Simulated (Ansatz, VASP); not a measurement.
## KBr: VASP beside Ansatz

File INCAR:

```
ALGO = Normal ; EDIFF = 1E-8
ENCUT = 520 ; GGA = PE
ISIF = 2 ; ISMEAR = -1
LASPH = True ; LCHARG = False
LEFG = True ; LREAL = False
LWAVE = False ; NBANDS = 15
NELM = 60 ; PREC = Accurate
SIGMA = 0.01
```

Contents of KPOINTS:

```
k-points
0
Gamma
  6 6 6
```

The input POSCAR:

```
KBr
1.0
    0.0000000000      3.3251011301      3.3251011301
    3.3251011301      0.0000000000      3.3251011301
    3.3251011301      3.3251011301      0.0000000000
K Br
1 1
Direct
    0.0000000000      0.0000000000      0.0000000000
    0.5000000000      0.5000000000      0.5000000000
```

Input for Ansatz:

```yaml
crystal:
  lattice:
    - [0.0, 3.3251011301, 3.3251011301]
    - [3.3251011301, 0.0, 3.3251011301]
    - [3.3251011301, 3.3251011301, 0.0]
  atoms:
    - { symbol: K, position: [0.0, 0.0, 0.0] }
    - { symbol: Br, position: [0.5, 0.5, 0.5] }
kpoints:
  mp_grid: { grid: [6, 6, 6] }
scf:
  occupations: { method: fermi_dirac, width: 0.01 }
hamiltonian:
  xc: pbe
  pseudopotentials: { kind: paw }
output:
  forces: true
  stress: true
  eigenvalues: true
  efg: { contact_densities: true }
```

Change from the starting cell: volume scaled by 1.03, PAW files.

Alike in both runs: task electric field gradients; functional PBE; k mesh 6 × 6 × 6; occupations fermi-dirac, width 0.01 eV; no spin polarisation.

```csv
,VASP,Ansatz
version,VASP 6.6.1,Ansatz 0.2.0
potentials or method,"VASP PAW PBE potentials, release 64 (K_sv, Br)","PAW with Ansatz's default frozen-core files, scalar-relativistic"
plane-wave cutoff (eV),520,420
valence electrons in the cell,16,16
```

VASP gave:

* gap on the k mesh at the Fermi level (eV): 4.37
* pressure (GPa): 0.4

Q: Estimate Ansatz's values.

A: gap on the k mesh at the Fermi level (eV): 4.38; pressure (GPa): 0.4.
